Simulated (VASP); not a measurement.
## AlSiN: relaxation of cell and atoms with PBE

AlSiN:

```
Al Si N
1.0
     3.72542    0.00000    0.00000
     0.00000    3.72542    0.00000
     0.00000    0.00000    5.93174
Al Si N
2 2 2
Direct
  0.00000 0.50000 0.82332
  0.50000 0.00000 0.17668
  0.00000 0.00000 0.00000
  0.50000 0.50000 0.00000
  0.00000 0.50000 0.31223
  0.50000 0.00000 0.68777
```

The cell was generated, and may not be a known phase.

```
Program                : VASP 6.6.1
Task                   : relaxation of cell and atoms
Functional             : PBE
Potentials or basis    : VASP PAW PBE potentials, release 64 (Al, Si, N)
Cutoff                 : 600 eV
k mesh                 : 6 × 6 × 4
Occupations            : gaussian, width 0.1 eV
Spin                   : collinear spin, ferromagnetic start
Starting moments       : [0.0, 0.0, 0.0, 0.0, 1.0, 1.0] μB
Dipole correction      : no
Further INCAR settings : ALGO = Normal; EDIFF = 1e-07; IBRION = 2; EDIFFG = -0.04; NSW = 90; ISIF = 3
```

| Quantity | Value |
| --- | --- |
| Relaxed volume | 12.97 Å³/atom |
| Relaxed cell | a = 3.100 Å, b = 3.100 Å, c = 8.093 Å, α = 90.00°, β = 90.00°, γ = 90.00° |
| Space group after relaxing (to 0.1 Å) | P4/nmm (No. 129) |
| Energy gained by relaxing | 2346.1 meV/atom |
| Ionic steps | 36 |
| Pressure after relaxing | 0.0 GPa |
| Largest force after relaxing | 0.030 eV/Å |
| Band gap on the k mesh | zero (filled and empty bands overlap) |
| Net moment | 0.00 μB per cell |
| Valence electrons inside the program's atomic spheres | Al 0.64; Si 1.81; N 3.64 |

Forces on the atoms (eV/Å):
```
Al   0.000  0.000 -0.030
Al   0.000  0.000  0.030
Si   0.000  0.000  0.000
Si   0.000  0.000  0.000
N    0.000  0.000  0.010
N    0.000  0.000 -0.010
```

The path:
| step | energy change (eV) | largest force (eV/Å) | pressure (GPa) | volume (Å³) |
| --- | --- | --- | --- | --- |
| 1 | 0.0000 | 10.0359 | 35.41 | 82.32 |
| 2 | -4.1961 | 1.6381 | -17.00 | 123.77 |
| 3 | -4.8654 | 3.0376 | -10.99 | 107.42 |
| 4 | -7.0180 | 3.6685 | -11.94 | 95.83 |
| 5 | -9.2230 | 4.9142 | 31.82 | 65.85 |
| 6 | -8.8723 | 4.2495 | -7.28 | 83.89 |
| 7 | -10.3634 | 2.8489 | 1.99 | 74.54 |
| 8 | -10.4223 | 0.8642 | 12.36 | 70.11 |
| 9 | -10.4861 | 1.7185 | 7.74 | 71.78 |
| 10 | -9.0221 | 10.7804 | 21.04 | 72.35 |
| 11 | -10.7883 | 1.4268 | 8.34 | 72.00 |
| 12 | -11.5067 | 1.6844 | -5.76 | 77.36 |
| 13 | -11.5594 | 1.6924 | -7.93 | 78.83 |
| 14 | -12.3140 | 1.3865 | -5.89 | 74.17 |
| 15 | -12.6703 | 2.0124 | -0.36 | 70.36 |
| 16 | -12.5689 | 2.5469 | 24.47 | 62.37 |
| 17 | -12.8535 | 2.3748 | 6.73 | 67.23 |
| 18 | -12.8570 | 2.5058 | 11.09 | 65.71 |
| 19 | -13.2408 | 1.8523 | 11.83 | 66.20 |
| 20 | -13.2913 | 1.4693 | 12.98 | 66.35 |
| 21 | -13.6592 | 1.2108 | 2.25 | 70.66 |
| 22 | -13.7458 | 1.3247 | -4.46 | 74.38 |
| 23 | -13.8957 | 0.8580 | -2.27 | 74.23 |
| 24 | -13.9426 | 0.4014 | 0.24 | 74.09 |
| 25 | -13.9925 | 0.2649 | 1.21 | 74.17 |
| 26 | -14.0304 | 0.1261 | 4.68 | 74.30 |
| 27 | -14.0370 | 0.0227 | 3.69 | 74.28 |
| 28 | -14.0650 | 0.3306 | -0.03 | 76.77 |
| 29 | -14.0650 | 0.3359 | -0.09 | 76.82 |
| 30 | -14.0729 | 0.1638 | -0.25 | 77.30 |
| 31 | -14.0748 | 0.0303 | -0.33 | 77.65 |
| 32 | -14.0762 | 0.0292 | 0.26 | 77.49 |
| 33 | -14.0762 | 0.0385 | 0.36 | 77.47 |
| 34 | -14.0767 | 0.0487 | 0.06 | 77.70 |
| 35 | -14.0767 | 0.0457 | 0.07 | 77.69 |
| 36 | -14.0769 | 0.0296 | -0.03 | 77.80 |

Final structure:
```yaml
crystal:
  lattice:
    - [3.10044, 0.00000, 0.00000]
    - [0.00000, 3.10044, 0.00000]
    - [0.00000, 0.00000, 8.09303]
  atoms:
    - { symbol: Al, position: [0.00000, 0.50000, 0.61779] }
    - { symbol: Al, position: [0.50000, 0.00000, 0.38221] }
    - { symbol: Si, position: [0.00000, 0.00000, 0.00000] }
    - { symbol: Si, position: [0.50000, 0.50000, 0.00000] }
    - { symbol: N, position: [0.00000, 0.50000, 0.37700] }
    - { symbol: N, position: [0.50000, 0.00000, 0.62300] }
```

Levels at points of the mesh, in eV from the Fermi level:
Spin up:
```tsv
k point	band 9	band 10	band 11	band 12	band 13	band 14	band 15	band 16
(0.00, 0.00, 0.00)	-0.63	-0.63	-0.62	-0.62	1.08	2.18	3.93	4.19
(0.50, 0.00, 0.00)	-1.02	-1.02	-0.84	-0.84	2.51	2.51	4.68	4.68
(0.50, 0.50, 0.00)	-3.37	-3.37	-2.32	-2.32	1.70	1.70	1.96	1.96
(0.00, 0.00, 0.50)	-0.90	-0.90	-0.36	-0.36	2.09	2.96	3.19	4.01
(0.50, 0.00, 0.50)	-1.02	-1.02	0.19	0.19	2.50	2.50	3.79	3.79
(0.50, 0.50, 0.50)	-3.11	-3.11	-2.17	-2.17	1.17	1.17	1.55	1.55
```
Spin down:
```tsv
k point	band 10	band 11	band 12	band 13	band 14	band 15
(0.00, 0.00, 0.00)	-0.63	-0.62	-0.62	1.08	2.18	3.93
(0.50, 0.00, 0.00)	-1.02	-0.84	-0.84	2.51	2.51	4.68
(0.50, 0.50, 0.00)	-3.37	-2.32	-2.32	1.70	1.70	1.96
(0.00, 0.00, 0.50)	-0.90	-0.36	-0.36	2.09	2.96	3.19
(0.50, 0.00, 0.50)	-1.02	0.19	0.19	2.50	2.50	3.79
(0.50, 0.50, 0.50)	-3.11	-2.17	-2.17	1.17	1.17	1.55
```

Run time: 33 min on 1 thread of Oxide Virtual Turin-like Processor (shared host), peak memory 0.26 GiB.

Caveat: a cell axis changed by over 15 % at a fixed basis, so the end point is rough.
